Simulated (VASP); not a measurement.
Here is a VASP 6.6.1 calculation.

File INCAR:

```
SYSTEM = Au
ALGO = Normal ; EDIFF = 1E-7
ENCUT = 520 ; GGA = PE
ISIF = 2 ; ISMEAR = 0
LASPH = .True. ; LCHARG = .False.
LREAL = .False. ; LWAVE = .False.
NBANDS = 12 ; NELM = 80
PREC = Accurate ; SIGMA = 0.1
```

Contents of KPOINTS:

```
k-points
0
Gamma
  6 6 8
  0 0 0
```

The input POSCAR:

```
Au
1.0
    2.6620712700      0.0000000000      0.0000000000
    0.0000000000      2.6620712700      0.0000000000
    0.0000000000      0.0000000000      2.3724807900
Au
1
Direct
    0.5000000000      0.5000000000      0.5000000000
```

Potentials or basis: VASP PAW PBE potentials, release 64 (Au).

Launch:

```console
$ cat potpaw_PBE.64/Au/POTCAR > POTCAR
$ mpirun -np 1 vasp_std > vasp.out
```

Predict the pressure.

47.4 GPa.

Stress tensor (GPa, compression positive):
```
 17.27   0.00   0.00
  0.00  17.27   0.00
  0.00   0.00 107.54
```

Caveat: the k points lie up to 0.39 Å⁻¹ apart.
